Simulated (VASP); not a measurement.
Write the native input for VASP 6.6.1 that does the following.

- Task: single point
- Functional: PBE
- Dispersion: D3(BJ)
- Potentials or basis: VASP PAW PBE potentials, release 64 (Ta_pv, N)
- Cutoff: 520 eV
- k mesh: 16 × 16 × 16
- Occupations: gaussian, width 0.1 eV
- Spin: no spin polarisation
- Dipole correction: no
- Further INCAR settings: ALGO = Normal; EDIFF = 1e-06; NBANDS = 15

The structure of TaN lies in POSCAR:

```
TaN
1.0
    0.0000000000      2.1925639355      2.1925639355
    2.1925639355      0.0000000000      2.1925639355
    2.1925639355      2.1925639355      0.0000000000
Ta N
1 1
Direct
    0.5000000000      0.5000000000      0.5000000000
    0.0000000000      0.0000000000      0.0000000000
```

These files were run (other wordings do the same):

INCAR

```
PREC = Accurate
ENCUT = 520
EDIFF = 1E-6
ISMEAR = 0
SIGMA = 0.1
LREAL = False
LASPH = True
NELM = 80
ALGO = Normal
ISIF = 2
LWAVE = False
LCHARG = False
GGA = PE
IVDW = 12
NBANDS = 15
```

KPOINTS

```
regular mesh
0
Gamma
  16 16 16
```

Potentials or basis: VASP PAW PBE potentials, release 64 (Ta_pv, N).

The run is started by

```console
$ cat potpaw_PBE.64/Ta_pv/POTCAR potpaw_PBE.64/N/POTCAR > POTCAR
$ mpirun -np 1 vasp_std > vasp.out
```

It gave:

| Item | Value |
| --- | --- |
| Pressure | 0.9 GPa |
| Band gap on the k mesh | zero (band 8 reaches 11.57 eV, above the bottom of band 9 at 7.52 eV) |
| Dispersion energy per atom | -0.477 eV |

Caveat: spin-orbit coupling is left out, which moves the levels of the heavy elements; pairwise dispersion overbinds metals, which lowers pressure and volume.

Wall time 39 s on 1 thread of Intel Xeon 8259CL, on a shared host, peak memory 0.19 GiB.
